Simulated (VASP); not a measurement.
The system is MgS.

```
CELL_PARAMETERS angstrom
9.10716 0.00000 0.00000
0.00000 9.10716 0.00000
0.00000 0.00000 4.34933
ATOMIC_POSITIONS crystal
Mg 0.69131 0.62250 0.00000
Mg 0.87750 0.80869 0.50000
Mg 0.30869 0.37750 0.00000
Mg 0.12250 0.19131 0.50000
Mg 0.62250 0.30869 0.50000
Mg 0.80869 0.12250 0.00000
Mg 0.37750 0.69131 0.50000
Mg 0.19131 0.87750 0.00000
S 0.12250 0.80869 0.50000
S 0.30869 0.62250 0.00000
S 0.87750 0.19131 0.50000
S 0.69131 0.37750 0.00000
S 0.19131 0.12250 0.00000
S 0.37750 0.30869 0.50000
S 0.80869 0.87750 0.00000
S 0.62250 0.69131 0.50000
```

The cell was built from a structure type or drawn by symmetry, and may not be a known phase.

* Program: VASP 6.6.1
* Task: relaxation of cell and atoms
* Functional: PBE
* Potentials or basis: VASP PAW PBE potentials, release 64 (Mg, S)
* Cutoff: 600 eV
* k mesh: 2 × 2 × 4
* Occupations: gaussian, width 0.1 eV
* Spin: no spin polarisation

At the start: pressure 11.0 GPa; volume 22.55 Å³/atom.

Problem. How do energy, volume and symmetry change on relaxing?

Solution. Over 22 steps the energy falls by 391.1 meV/atom and the volume is 23.92 Å³/atom (+6.1 %); space group P4_2/mbc (No. 135, to 0.1 Å) before and after.

The path:
| step | energy change (eV) | largest force (eV/Å) | pressure (GPa) | volume (Å³) |
| --- | --- | --- | --- | --- |
| 1 | 0.0000 | 1.2859 | 11.02 | 360.73 |
| 2 | -2.4668 | 0.6891 | -2.72 | 447.66 |
| 3 | -2.5914 | 0.7469 | -0.87 | 428.62 |
| 4 | -2.9363 | 0.6269 | -0.66 | 424.62 |
| 5 | -3.7338 | 0.5609 | -0.08 | 412.49 |
| 6 | -4.9061 | 1.2277 | 1.01 | 387.73 |
| 7 | 0.3586 | 3.6446 | 14.71 | 336.78 |
| 8 | -4.9211 | 1.2775 | 1.39 | 383.96 |
| 9 | -5.3249 | 1.3664 | 3.98 | 360.52 |
| 10 | -5.3640 | 1.4779 | 2.61 | 369.58 |
| 11 | -5.3983 | 1.4599 | 3.10 | 365.77 |
| 12 | -5.6186 | 1.1863 | 2.70 | 366.86 |
| 13 | -5.7532 | 0.7518 | 2.37 | 368.60 |
| 14 | -5.8666 | 0.6969 | 1.76 | 371.96 |
| 15 | -6.0820 | 0.5434 | 0.12 | 382.13 |
| 16 | -6.0410 | 0.2955 | -2.41 | 402.96 |
| 17 | -6.1355 | 0.4194 | -1.11 | 391.25 |
| 18 | -6.1955 | 0.2796 | -0.82 | 389.04 |
| 19 | -6.2490 | 0.0813 | 0.02 | 383.82 |
| 20 | -6.2497 | 0.0403 | -0.09 | 384.41 |
| 21 | -6.2535 | 0.0327 | -0.05 | 383.98 |
| 22 | -6.2578 | 0.0135 | 0.09 | 382.76 |

Final structure:
```yaml
crystal:
  lattice:
    - [8.54382, 0.00000, 0.00000]
    - [0.00000, 8.54382, 0.00000]
    - [0.00000, 0.00000, 5.24353]
  atoms:
    - { symbol: Mg, position: [0.63693, 0.64946, 0.00000] }
    - { symbol: Mg, position: [0.85054, 0.86307, 0.50000] }
    - { symbol: Mg, position: [0.36307, 0.35054, 0.00000] }
    - { symbol: Mg, position: [0.14946, 0.13693, 0.50000] }
    - { symbol: Mg, position: [0.64946, 0.36307, 0.50000] }
    - { symbol: Mg, position: [0.86307, 0.14946, 0.00000] }
    - { symbol: Mg, position: [0.35054, 0.63693, 0.50000] }
    - { symbol: Mg, position: [0.13693, 0.85054, 0.00000] }
    - { symbol: S, position: [0.14454, 0.84207, 0.50000] }
    - { symbol: S, position: [0.34207, 0.64454, 0.00000] }
    - { symbol: S, position: [0.85546, 0.15793, 0.50000] }
    - { symbol: S, position: [0.65793, 0.35546, 0.00000] }
    - { symbol: S, position: [0.15793, 0.14454, 0.00000] }
    - { symbol: S, position: [0.35546, 0.34207, 0.50000] }
    - { symbol: S, position: [0.84207, 0.85546, 0.00000] }
    - { symbol: S, position: [0.64454, 0.65793, 0.50000] }
```

Caveat: a cell axis changed by over 15 % at a fixed basis, so the end point is rough.
